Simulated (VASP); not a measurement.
# FeSi (Fm-3m) in VASP: single point with PBE

Aim: the single point of FeSi with PBE.

Program: VASP 6.6.1. These are calculated values, not measurements. Logs are shortened: lines on timing, memory, paths and dates and some standing lists are left out, and cuts for length are marked.

## (1) The cell of the first run

Symmetry: Fm-3m, No. 225, cubic system. Conventional cell: a = 4.550 Å, b = 4.550 Å, c = 4.550 Å, α = 90.00°, β = 90.00°, γ = 90.00°. Fe (site symmetry m-3m) has 6 Si at 2.27 Å within 3.0 Å. Si (site symmetry m-3m) has 6 Fe at 2.27 Å within 3.0 Å.

## (2) Single point, PBE, collinear spin, zero start

Input file INCAR:

```
SYSTEM = FeSi
ALGO = Normal
EDIFF = 1E-6
ENCUT = 600
GGA = PE
GGA_COMPAT = .False.
ISIF = 2
ISMEAR = -1
ISPIN = 2
LASPH = .True.
LCHARG = .False.
LMAXMIX = 4
LORBIT = 11
LREAL = .False.
LWAVE = .False.
MAGMOM = 0 0
NBANDS = 17
NELM = 200
PREC = Accurate
SIGMA = 0.1
```

Input file KPOINTS:

```
k-points
0
Gamma
  1 1 1
  0 0 0
```

Input file POSCAR:

```
FeSi
1.0
    0.0000000000      2.2750000000      2.2750000000
    2.2750000000      0.0000000000      2.2750000000
    2.2750000000      2.2750000000      0.0000000000
Fe Si
1 1
Direct
    0.0000000000      0.0000000000      0.0000000000
    0.5000000000      0.5000000000      0.5000000000
```

Potentials or basis: VASP PAW PBE potentials, release 64 (Fe, Si).

The run is started by

```bash
cat potpaw_PBE.64/Fe/POTCAR potpaw_PBE.64/Si/POTCAR > POTCAR
mpirun -np 1 vasp_gam > vasp.out
```

OUTCAR:

```text
SYSTEM = FeSi
   EDIFF = 1E-6
   ENCUT = 600
   GGA = PE
   ISIF = 2
   ISMEAR = -1
   ISPIN = 2
   LASPH = .True.
   LORBIT = 11
   LREAL = .False.
   NELM = 200
   PREC = Accurate

 ion  position               nearest neighbor table
   1  0.000  0.000  0.000-   2 2.27   2 2.27   2 2.27   2 2.27   2 2.27   2 2.27
   2  0.500  0.500  0.500-   1 2.27   1 2.27   1 2.27   1 2.27   1 2.27   1 2.27

  LATTYP: Found a face centered cubic cell.
 ALAT       =     4.5500000000

  Lattice vectors:

 A1 = (   0.0000000000,   2.2750000000,   2.2750000000)
 A2 = (   2.2750000000,   0.0000000000,   2.2750000000)
 A3 = (   2.2750000000,   2.2750000000,   0.0000000000)

Analysis of symmetry for initial positions (statically):
=====================================================================
 Subroutine PRICEL returns:
 Original cell was already a primitive cell.

 Routine SETGRP: Setting up the symmetry group for a
 face centered cubic supercell.

 Subroutine GETGRP returns: Found 48 space group operations
 (whereof 48 operations were pure point group operations)
 out of a pool of 48 trial point group operations.

The static configuration has the point symmetry O_h .

Analysis of symmetry for dynamics (positions and initial velocities):
=====================================================================
 Subroutine PRICEL returns:
 Original cell was already a primitive cell.

 Routine SETGRP: Setting up the symmetry group for a
 face centered cubic supercell.

 Subroutine GETGRP returns: Found 48 space group operations
 (whereof 48 operations were pure point group operations)
 out of a pool of 48 trial point group operations.

The dynamic configuration has the point symmetry O_h .

Analysis of structural, dynamic, and magnetic symmetry:
=====================================================================
 Subroutine PRICEL returns:
 Original cell was already a primitive cell.

 Routine SETGRP: Setting up the symmetry group for a
 face centered cubic supercell.

 Subroutine GETGRP returns: Found 48 space group operations
 (whereof 48 operations were pure point group operations)
 out of a pool of 48 trial point group operations.

The overall configuration has the point symmetry O_h .

 Subroutine INISYM returns: Found 48 space group operations
 (whereof 48 operations are pure point group operations),
 and found     1 'primitive' translations

----------------------------------------------------------------------------------------

                                     Primitive cell
[... 90 lines left out ...]
  Thomas-Fermi vector in A             =   2.438330
   LORBIT       =     11    0 simple, 1 ext, 2 COOP (PROOUT), +10 PAW based schemes
   GGA     = PE    functional components
   LHFCALC =     F    Hartree Fock is set to
   AEXX    =    0.0000 exact exchange contribution
   IVDW    =     0    specifies the selected vdW correction
   LEPSILON=     F    determine dielectric tensor
   LRPA    =     F    only Hartree local field effects (RPA)
 spin polarized calculation
  energy-cutoff  :      600.00
  volume of cell :       23.55
 maximum number of plane-waves:       375
 NGX is ok and might be reduce to    28
   NGX = 13   NGY = 13   NGZ = 13

 number of electron      11.9999999 magnetization      -0.0000002

 number of electron      11.9999999 magnetization       0.0000000

 Free energy of the ion-electron system (eV)
  ---------------------------------------------------
  ext. energy  EPLUGINS =         0.00000000
  ---------------------------------------------------
  free energy    TOTEN  =        -9.46217568 eV

  energy without entropy =       -9.46213161  energy(sigma->0) =       -9.46215364

 E-fermi :  11.3333     XC(G=0): -12.2049

 val. band max:       10.0904565623   @ k =   0.0000   0.0000   0.0000
 cond. band min:      12.6158945512   @ k =   0.0000   0.0000   0.0000
 fundamental gap:      2.5254379888
 Fermi energy:        11.3333243913

 spin component 1

 k-point     1 :       0.0000    0.0000    0.0000
  band No.  band energies     occupation
      1      -4.1860      1.00000
      2       9.5732      1.00000
      3       9.5732      1.00000
      4       9.5732      1.00000
      5      10.0905      1.00000
      6      10.0905      1.00000
[... 9 lines left out ...]
     16      25.8576      0.00000
     17      27.5622      0.00000
 Fermi energy:        11.3333243913

 spin component 2

 k-point     1 :       0.0000    0.0000    0.0000
  band No.  band energies     occupation
      1      -4.1860      1.00000
      2       9.5732      1.00000
      3       9.5732      1.00000
      4       9.5732      1.00000
      5      10.0904      1.00000
      6      10.0905      1.00000
[... 9 lines left out ...]
     16      25.8576      0.00000
     17      27.5622      0.00000

------------------------ aborting loop because EDIFF is reached ----------------------------------------

  FORCE on cell =-STRESS in cart. coord.  units (eV):
  Direction    XX          YY          ZZ          XY          YZ          ZX
  --------------------------------------------------------------------------------------
  -------------------------------------------------------------------------------------
  Total      -11.8813876    -11.8813876    -11.8813876     -0.0000000     -0.0000000     -0.0000000
  in kB     -808.3576410   -808.3576410   -808.3576410     -0.0000000     -0.0000000     -0.0000000
  external PRESSURE =    -808.3576410 kB  Pullay stress =       0.0000000 kB

 VOLUME and BASIS-vectors are now :
 -----------------------------------------------------------------------------
  energy-cutoff  :      600.00
  volume of cell :       23.55
      direct lattice vectors                 reciprocal lattice vectors
     0.000000000  2.275000000  2.275000000    -0.219780220  0.219780220  0.219780220
     2.275000000  0.000000000  2.275000000     0.219780220 -0.219780220  0.219780220
     2.275000000  2.275000000  0.000000000     0.219780220  0.219780220 -0.219780220

 POSITION                                       TOTAL-FORCE (eV/Angst)
 -----------------------------------------------------------------------------------
      0.00000      0.00000      0.00000         0.000000      0.000000     -0.000000
      2.27500      2.27500      2.27500         0.000000      0.000000      0.000000
 -----------------------------------------------------------------------------------
    total drift:                               -0.000000      0.000000      0.000000

  FREE ENERGIE OF THE ION-ELECTRON SYSTEM (eV)
  ---------------------------------------------------
  free  energy   TOTEN  =        -9.4621756779 eV

  energy  without entropy=       -9.4621316078  energy(sigma->0) =       -9.46215364

 total charge

# of ion       s       p       d       tot
------------------------------------------
    1        0.499   0.000   7.928   8.426
    2        0.700   0.000   0.000   0.700
--------------------------------------------------
tot          1.198   0.000   7.928   9.126

 magnetization (x)

# of ion       s       p       d       tot
------------------------------------------
    1        0.000   0.000   0.000   0.000
    2       -0.000   0.000   0.000  -0.000
--------------------------------------------------
tot         -0.000   0.000   0.000   0.000
```

stdout:

```text
POSCAR found type information on POSCAR FeSi
 POSCAR found :  2 types and       2 ions
 scaLAPACK will be used
 LDA part: xc-table for (Slater+PW92), standard interpolation
 POSCAR, INCAR and KPOINTS ok, starting setup
 FFT: planning ... GRIDC
 FFT: planning ... GRID_SOFT
 FFT: planning ... GRID
 WAVECAR not read
 entering main loop
```

It took 17 s on 1 thread of Intel Xeon 8259CL, shared host; peak memory 0.16 GiB.

What came out:

| Property | Result |
| --- | --- |
| Free energy | -9.4622 eV |
| Pressure | -80.8 GPa |
| Band gap on the k mesh | 2.53 eV |
| Net moment | 0.00 μB per cell |
| Valence electrons inside the program's atomic spheres | Fe 8.43; Si 0.70 |

Levels at points of the mesh, in eV from the valence-band top:
Spin up:
```tsv
k point	band 4	band 5	band 6	band 7	band 8	band 9
(0.00, 0.00, 0.00)	-0.52	0.00	0.00	2.53	2.53	2.53
```
Spin down:
```
           k point  band 3  band 4  band 5  band 6  band 7  band 8  band 9  band 10
(0.00, 0.00, 0.00)   -0.52   -0.52    0.00    0.00    2.53    2.53    2.53    11.16
```

Caveat: the k points lie up to 2.39 Å⁻¹ apart.
